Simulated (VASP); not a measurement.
# Pd (Fd-3m) in VASP: a series of runs

The runs below take Pd through single point, with RPBE.

Program: VASP 6.6.1. These are calculated values, not measurements. Logs are shortened: lines on timing, memory, paths and dates and some standing lists are left out, and cuts for length are marked.

## 1. The cell of the first run

It takes space group Fd-3m (No. 227, cubic). The conventional cell has a = 5.738 Å, b = 5.738 Å, c = 5.738 Å, α = 90.00°, β = 90.00°, γ = 90.00°. Pd (site symmetry -43m) has 4 Pd at 2.48 Å within 3.3 Å.

## 2. Single point, RPBE (volume scaled by 0.92)

Input file INCAR:

```
PREC = Accurate
ENCUT = 520
EDIFF = 1E-6
ISMEAR = -1
SIGMA = 0.1
LREAL = False
LASPH = True
NELM = 100
ALGO = Normal
ISIF = 2
LWAVE = False
LCHARG = False
GGA = RP
NBANDS = 17
```

Input file KPOINTS:

```
Automatic mesh
0
Gamma
  10 10 10
```

Input file POSCAR:

```
Pd
1.0
    0.0000000000      2.8690691536      2.8690691536
    2.8690691536      0.0000000000      2.8690691536
    2.8690691536      2.8690691536      0.0000000000
Pd
2
Direct
    0.1250000000      0.1250000000      0.1250000000
    0.8750000000      0.8750000000      0.8750000000
```

Potentials or basis: VASP PAW PBE potentials, release 64 (Pd).

Run with:

```
> cat potpaw_PBE.64/Pd/POTCAR > POTCAR
> mpirun -np 1 vasp_std > vasp.out
```

OUTCAR:

```text
PREC = Accurate
   ENCUT = 520
   EDIFF = 1E-6
   ISMEAR = -1
   LREAL = False
   LASPH = True
   NELM = 100
   ISIF = 2
   GGA = RP

 ion  position               nearest neighbor table
   1  0.125  0.125  0.125-   2 2.48   2 2.48   2 2.48   2 2.48
   2  0.875  0.875  0.875-   1 2.48   1 2.48   1 2.48   1 2.48

  LATTYP: Found a face centered cubic cell.
 ALAT       =     5.7381383072

  Lattice vectors:

 A1 = (   0.0000000000,   2.8690691536,   2.8690691536)
 A2 = (   2.8690691536,   0.0000000000,   2.8690691536)
 A3 = (   2.8690691536,   2.8690691536,   0.0000000000)

Analysis of symmetry for initial positions (statically):
=====================================================================
 Subroutine PRICEL returns:
 Original cell was already a primitive cell.

 Routine SETGRP: Setting up the symmetry group for a
 face centered cubic supercell.

 Subroutine GETGRP returns: Found 48 space group operations
 (whereof 12 operations were pure point group operations)
 out of a pool of 48 trial point group operations.

The static configuration has the point symmetry D_3d.
 The point group associated with its full space group is O_h .

Analysis of symmetry for dynamics (positions and initial velocities):
=====================================================================
 Subroutine PRICEL returns:
 Original cell was already a primitive cell.

 Routine SETGRP: Setting up the symmetry group for a
 face centered cubic supercell.

 Subroutine GETGRP returns: Found 48 space group operations
 (whereof 12 operations were pure point group operations)
 out of a pool of 48 trial point group operations.

The dynamic configuration has the point symmetry D_3d.
 The point group associated with its full space group is O_h .

 Subroutine INISYM returns: Found 48 space group operations
 (whereof 12 operations are pure point group operations),
 and found     1 'primitive' translations

----------------------------------------------------------------------------------------

                                     Primitive cell

  volume of cell :      47.2338

  direct lattice vectors                    reciprocal lattice vectors
     0.000000000  2.869069154  2.869069154    -0.174272551  0.174272551  0.174272551
     2.869069154  0.000000000  2.869069154     0.174272551 -0.174272551  0.174272551
     2.869069154  2.869069154  0.000000000     0.174272551  0.174272551 -0.174272551

  length of vectors
     4.057476508  4.057476508  4.057476508     0.301848912  0.301848912  0.301848912

  position of ions in fractional coordinates (direct lattice)
     0.125000000  0.125000000  0.125000000
     0.875000000  0.875000000  0.875000000

  ion indices of the primitive-cell ions
   primitive index   ion index
                 1           1
                 2           2

----------------------------------------------------------------------------------------

 KPOINTS: Automatic mesh

Automatic generation of k-mesh.
 Grid dimensions read from file:
 generate k-points for:   10   10   10

 Generating k-lattice:

  Cartesian coordinates                     Fractional coordinates (reciprocal lattice)
    -0.017427255  0.017427255  0.017427255     0.100000000  0.000000000  0.000000000
     0.017427255 -0.017427255  0.017427255     0.000000000  0.100000000  0.000000000
     0.017427255  0.017427255 -0.017427255     0.000000000  0.000000000  0.100000000

  Length of vectors
     0.030184891  0.030184891  0.030184891

  Shift w.r.t. Gamma in fractional coordinates (k-lattice)
     0.000000000  0.000000000  0.000000000

 Subroutine IBZKPT returns following result:
 ===========================================

 Found     47 irreducible k-points:

 Following reciprocal coordinates:
            Coordinates               Weight
  0.000000  0.000000  0.000000      1.000000
  0.100000  0.000000  0.000000      8.000000
  0.200000  0.000000  0.000000      8.000000
  0.300000  0.000000  0.000000      8.000000
  0.400000  0.000000  0.000000      8.000000
  0.500000  0.000000  0.000000      4.000000
[... 16 lines left out ...]
  0.300000  0.300000  0.000000      6.000000
  0.400000  0.300000  0.000000     24.000000
 [... further k-points ...]
   k-points           NKPTS =     47   k-points in BZ     NKDIM =     47   number of bands    NBANDS=     17
   number of dos      NEDOS =    301   number of ions     NIONS =      2
   total plane-waves  NPLWV =  27000
   dimension x,y,z NGX =    30 NGY =   30 NGZ =   30
   dimension x,y,z NGXF=    60 NGYF=   60 NGZF=   60
   ions per type =               2
   NGX,Y,Z   is equivalent  to a cutoff of  12.29, 12.29, 12.29 a.u.
   NGXF,Y,Z  is equivalent  to a cutoff of  24.58, 24.58, 24.58 a.u.
 SYSTEM =  unknown system
   PREC   = accura    normal or accurate (medium, high low for compatibility)
   ISTART =      0    job   : 0-new  1-cont  2-samecut
   ICHARG =      2    charge: 1-file 2-atom 10-const
   ISPIN  =      1    spin polarized calculation?
   LNONCOLLINEAR =      F non collinear calculations
   LSORBIT =      F    spin-orbit coupling
   LASPH  =      T    aspherical Exc in radial PAW
   ENCUT  =  520.0 eV  38.22 Ry    6.18 a.u.   7.54  7.54  7.54*2*pi/ulx,y,z
   NELM   =    100;   NELMIN=  2; NELMDL= -5     # of ELM steps
   EDIFF  = 0.1E-05   stopping-criterion for ELM
   LREAL  =      F    real-space projection
   EDIFFG = 0.1E-04   stopping-criterion for IOM
   NSW    =      0    number of steps for IOM
   IBRION =     -1    ionic relax: 0-MD 1-quasi-New 2-CG
   NFREE  =      0    steps in history (QN), initial steepest desc. (CG)
   ISIF   =      2    stress and relaxation
   ISYM   =      2    0-nonsym 1-usesym 2-fastsym
   POTIM  = 0.5000    time-step for ionic-motion
   TEBEG  =    0.0;   TEEND  =   0.0 temperature during run
   PSTRESS=    0.0 pullay stress
   NELECT =      20.0000    total number of electrons
   NUPDOWN=      -1.0000    fix difference up-down
   EMIN   =  10.00;   EMAX   =-10.00  energy-range for DOS
   EFERMI =   0.00;   METHOD = LEGACY
   ISMEAR =    -1;   SIGMA  =   0.10  broadening in eV -4-tet -1-fermi 0-gaus
   EFERMI_NEDOS =   21; number of points for ismear=-14 and -15
   IALGO  =     38    algorithm
   IMIX   =      4    mixing-type and parameters
     AMIX     =   0.40;   BMIX     =  1.00
     AMIX_MAG =   1.60;   BMIX_MAG =  1.00
  volume/ion in A,a.u.               =      23.62       159.37
  Fermi-wavevector in a.u.,A,eV,Ry     =   1.229326  2.323090 20.561709  1.511243
  Thomas-Fermi vector in A             =   2.364218
   LORBIT       =      0    0 simple, 1 ext, 2 COOP (PROOUT), +10 PAW based schemes
   GGA     = RP    functional components
   LHFCALC =     F    Hartree Fock is set to
   AEXX    =    0.0000 exact exchange contribution
   IVDW    =     0    specifies the selected vdW correction
   LEPSILON=     F    determine dielectric tensor
   LRPA    =     F    only Hartree local field effects (RPA)
 non-spin polarized calculation
  energy-cutoff  :      520.00
  volume of cell :       47.23
 maximum number of plane-waves:      1295
   NGX = 15   NGY = 15   NGZ = 15

 number of electron      19.9999996 magnetization

 Free energy of the ion-electron system (eV)
  ---------------------------------------------------
  ext. energy  EPLUGINS =         0.00000000
  ---------------------------------------------------
  free energy    TOTEN  =        -7.25122062 eV

  energy without entropy =       -7.07891213  energy(sigma->0) =       -7.16506638

 E-fermi :   4.4491     XC(G=0):  -9.9357

 val. band max:        4.4376440525   @ k =  -0.2000   0.2000   0.0000
 cond. band min:       4.4494566134   @ k =   0.2000   0.2000   0.0000
 fundamental gap:      0.0118125609
 Fermi energy:         4.4491339876

 k-point     1 :       0.0000    0.0000    0.0000
  band No.  band energies     occupation
      1      -0.1642      2.00000
      2       0.9745      2.00000
      3       0.9745      2.00000
      4       1.1210      2.00000
      5       1.1210      2.00000
      6       1.1210      2.00000
[... 9 lines left out ...]
     16      16.7471      0.00000
     17      16.7472      0.00000

 k-point     2 :       0.1000    0.0000    0.0000
  band No.  band energies     occupation
      1      -0.0182      2.00000
      2       0.8788      2.00000
      3       0.8788      2.00000
      4       1.1244      2.00000
      5       1.2553      2.00000
      6       1.2553      2.00000
[... 9 lines left out ...]
     16      17.3769      0.00000
     17      17.6718      0.00000

 k-point     3 :       0.2000    0.0000    0.0000
  band No.  band energies     occupation
      1       0.3738      2.00000
      2       0.8089      2.00000
      3       0.8089      2.00000
      4       1.1542      2.00000
      5       1.4044      2.00000
      6       1.4044      2.00000
[... 9 lines left out ...]
     16      17.7504      0.00000
     17      17.9655      0.00000

 k-point     4 :       0.3000    0.0000    0.0000
  band No.  band energies     occupation
      1       0.8001      2.00000
      2       0.8248      2.00000
      3       0.8248      2.00000
      4       1.2707      2.00000
      5       1.4320      2.00000
      6       1.4320      2.00000
[... 9 lines left out ...]
     16      17.5318      0.00000
     17      17.5320      0.00000
[... 343 lines left out ...]
      1       0.6464      2.00000
      2       0.7556      2.00000
      3       1.1263      2.00000
      4       1.2830      2.00000
      5       1.3308      2.00000
      6       1.8144      2.00000
[... 9 lines left out ...]
     16      18.1369      0.00000
     17      18.3143      0.00000

 k-point    23 :       0.3000    0.3000    0.0000
  band No.  band energies     occupation
      1       0.4558      2.00000
      2       1.0653      2.00000
      3       1.0653      2.00000
      4       1.4219      2.00000
      5       1.6110      2.00000
      6       1.6751      2.00000
[... 9 lines left out ...]
     16      14.4792      0.00000
     17      21.1900      0.00000

 k-point    24 :       0.4000    0.3000    0.0000
  band No.  band energies     occupation
      1       0.4691      2.00000
      2       0.9726      2.00000
      3       1.0366      2.00000
      4       1.4816      2.00000
      5       1.7903      2.00000
      6       1.9356      2.00000
[... 9 lines left out ...]
     16      15.0759      0.00000
     17      21.3848      0.00000

 [... further k-points ...]
[... 5 lines left out ...]
  --------------------------------------------------------------------------------------
  -------------------------------------------------------------------------------------
  Total        1.5656417      1.5656417      1.5656417      0.0000000      0.0000000      0.0000000
  in kB       53.1067741     53.1067741     53.1067741      0.0000000      0.0000000      0.0000000
  external PRESSURE =      53.1067741 kB  Pullay stress =       0.0000000 kB

 VOLUME and BASIS-vectors are now :
 -----------------------------------------------------------------------------
  energy-cutoff  :      520.00
  volume of cell :       47.23
      direct lattice vectors                 reciprocal lattice vectors
     0.000000000  2.869069154  2.869069154    -0.174272551  0.174272551  0.174272551
     2.869069154  0.000000000  2.869069154     0.174272551 -0.174272551  0.174272551
     2.869069154  2.869069154  0.000000000     0.174272551  0.174272551 -0.174272551

 POSITION                                       TOTAL-FORCE (eV/Angst)
 -----------------------------------------------------------------------------------
      0.71727      0.71727      0.71727        -0.000000     -0.000000     -0.000000
      5.02087      5.02087      5.02087         0.000000      0.000000      0.000000
 -----------------------------------------------------------------------------------
    total drift:                               -0.000000      0.000000      0.000000

  FREE ENERGIE OF THE ION-ELECTRON SYSTEM (eV)
  ---------------------------------------------------
  free  energy   TOTEN  =        -7.2512206194 eV

  energy  without entropy=       -7.0789121325  energy(sigma->0) =       -7.16506638
```

Wall time 32 s (1 thread of Intel Xeon 6975P-C, shared host); peak memory 0.18 GiB.

What came out:

- Free energy: -7.2512 eV
- Pressure: 5.3 GPa
- Band gap on the k mesh: zero (band 10 reaches 4.50 eV, above the bottom of band 11 at 4.14 eV)

Caveat: the PAW data sets were made with another functional, which shifts forces and pressure a little.

## 3. Single point, RPBE (volume scaled by 0.96)

Input file INCAR:

```
PREC     = Accurate       # precision mode
ENCUT    = 520            # plane-wave cutoff, eV
EDIFF    = 1E-7           # SCF threshold, eV
ISMEAR   = -1             # smearing method
SIGMA    = 0.1            # smearing width, eV
LREAL    = F              # projectors in reciprocal space
LASPH    = T              # aspherical terms in the spheres
NELM     = 60             # most SCF steps
ALGO     = Normal         # electronic algorithm
ISIF     = 2              # what is computed and relaxed
LWAVE    = F              # write WAVECAR
LCHARG   = F              # write CHGCAR
GGA      = RP             # functional
NBANDS   = 17             # bands
```

KPOINTS is that of step 2.

Input file POSCAR:

```
Pd
1.0
    0.0000000000      2.9100613941      2.9100613941
    2.9100613941      0.0000000000      2.9100613941
    2.9100613941      2.9100613941      0.0000000000
Pd
2
Direct
    0.1250000000      0.1250000000      0.1250000000
    0.8750000000      0.8750000000      0.8750000000
```

Potentials or basis: VASP PAW PBE potentials, release 64 (Pd).

Run with:

```
> cat potpaw_PBE.64/Pd/POTCAR > POTCAR
> mpirun -np 1 vasp_std > vasp.out
```

OUTCAR:

```text
PREC = Accurate
   ENCUT = 520
   EDIFF = 1E-7
   ISMEAR = -1
   LREAL = F
   LASPH = T
   NELM = 60
   ISIF = 2
   GGA = RP

 ion  position               nearest neighbor table
   1  0.125  0.125  0.125-   2 2.52   2 2.52   2 2.52   2 2.52
   2  0.875  0.875  0.875-   1 2.52   1 2.52   1 2.52   1 2.52

  LATTYP: Found a face centered cubic cell.
 ALAT       =     5.8201227882

  Lattice vectors:

 A1 = (   0.0000000000,   2.9100613941,   2.9100613941)
 A2 = (   2.9100613941,   0.0000000000,   2.9100613941)
 A3 = (   2.9100613941,   2.9100613941,   0.0000000000)

Analysis of symmetry for initial positions (statically):
=====================================================================
 Subroutine PRICEL returns:
 Original cell was already a primitive cell.

 Routine SETGRP: Setting up the symmetry group for a
 face centered cubic supercell.

 Subroutine GETGRP returns: Found 48 space group operations
[... 154 lines left out ...]
   NGX = 15   NGY = 15   NGZ = 15

 number of electron      20.0000002 magnetization

 Free energy of the ion-electron system (eV)
  ---------------------------------------------------
  ext. energy  EPLUGINS =         0.00000000
  ---------------------------------------------------
  free energy    TOTEN  =        -7.29899223 eV

  energy without entropy =       -7.12373188  energy(sigma->0) =       -7.21136206

 E-fermi :   4.0180     XC(G=0):  -9.6981

 val. band max:        4.0170123056   @ k =   0.4000   0.2000   0.1000
 cond. band min:       4.0245273758   @ k =   0.5000   0.2000   0.1000
 fundamental gap:      0.0075150703
 Fermi energy:         4.0180433048

 k-point     1 :       0.0000    0.0000    0.0000
  band No.  band energies     occupation
      1      -0.3724      2.00000
      2       0.7563      2.00000
      3       0.7563      2.00000
      4       0.8776      2.00000
      5       0.8776      2.00000
      6       0.8776      2.00000
[... 457 lines left out ...]
      4       1.2164      2.00000
      5       1.5240      2.00000
      6       1.6535      2.00000
[... 9 lines left out ...]
     16      14.4072      0.00000
     17      20.6507      0.00000

 [... further k-points ...]
[... 5 lines left out ...]
  --------------------------------------------------------------------------------------
  -------------------------------------------------------------------------------------
  Total        0.6721847      0.6721847      0.6721847      0.0000000     -0.0000000      0.0000000
  in kB       21.8505682     21.8505682     21.8505682      0.0000000     -0.0000000      0.0000000
  external PRESSURE =      21.8505682 kB  Pullay stress =       0.0000000 kB

 VOLUME and BASIS-vectors are now :
 -----------------------------------------------------------------------------
  energy-cutoff  :      520.00
  volume of cell :       49.29
      direct lattice vectors                 reciprocal lattice vectors
     0.000000000  2.910061394  2.910061394    -0.171817681  0.171817681  0.171817681
     2.910061394  0.000000000  2.910061394     0.171817681 -0.171817681  0.171817681
     2.910061394  2.910061394  0.000000000     0.171817681  0.171817681 -0.171817681

 POSITION                                       TOTAL-FORCE (eV/Angst)
 -----------------------------------------------------------------------------------
      0.72752      0.72752      0.72752        -0.000000     -0.000000     -0.000000
      5.09261      5.09261      5.09261         0.000000      0.000000      0.000000
 -----------------------------------------------------------------------------------
    total drift:                                0.000000      0.000000     -0.000000

  FREE ENERGIE OF THE ION-ELECTRON SYSTEM (eV)
  ---------------------------------------------------
  free  energy   TOTEN  =        -7.2989922330 eV

  energy  without entropy=       -7.1237318812  energy(sigma->0) =       -7.21136206
```

OSZICAR:

```text
N       E                     dE             d eps       ncg     rms          rms(c)
DAV:   1     0.100108003868E+03    0.10011E+03   -0.97784E+03  1598   0.108E+03
DAV:   2    -0.559251624224E+01   -0.10570E+03   -0.98400E+02  1677   0.223E+02
DAV:   3    -0.737635323250E+01   -0.17838E+01   -0.17694E+01  1899   0.319E+01
DAV:   4    -0.739159262416E+01   -0.15239E-01   -0.15238E-01  1913   0.276E+00
DAV:   5    -0.739194466392E+01   -0.35204E-03   -0.35204E-03  1956   0.465E-01    0.607E+00
DAV:   6    -0.730672009525E+01    0.85225E-01   -0.37256E-01  1816   0.522E+00    0.375E+00
DAV:   7    -0.730000179538E+01    0.67183E-02   -0.17717E-02  1788   0.106E+00    0.203E+00
DAV:   8    -0.729882337374E+01    0.11784E-02   -0.50213E-03  1785   0.627E-01    0.565E-02
DAV:   9    -0.729896793766E+01   -0.14456E-03   -0.15219E-04  1910   0.795E-02    0.323E-02
DAV:  10    -0.729898987215E+01   -0.21934E-04   -0.29756E-05  1772   0.353E-02    0.392E-03
DAV:  11    -0.729899182283E+01   -0.19507E-05   -0.16434E-06  1901   0.745E-03    0.213E-03
DAV:  12    -0.729899219107E+01   -0.36824E-06   -0.85926E-07  1763   0.546E-03    0.434E-04
DAV:  13    -0.729899223295E+01   -0.41884E-07   -0.55895E-09  1364   0.540E-04
   1 F= -.72989922E+01 E0= -.72113621E+01  d E =-.175260E+00
```

Wall time 26 s (1 thread of Intel Xeon 6975P-C, shared host); peak memory 0.19 GiB.

What came out:

* Free energy: -7.2990 eV
* Pressure: 2.2 GPa
* Band gap on the k mesh: zero (band 10 reaches 4.06 eV, above the bottom of band 11 at 3.72 eV)

Levels at points of the mesh, in eV from the Fermi level:
```
           k point  band 8  band 9  band 10  band 11  band 12  band 13
(0.00, 0.00, 0.00)   -1.30   -1.30    -0.19    -0.19    11.52    11.52
(0.50, 0.00, 0.00)   -1.01   -0.35    -0.35     0.09     1.27     8.44
(0.50, 0.50, 0.00)   -1.78   -0.17    -0.17     1.94     1.94     4.85
```

Caveat: the PAW data sets were made with another functional, which shifts forces and pressure a little.

(Continued in part 2 of 2.)
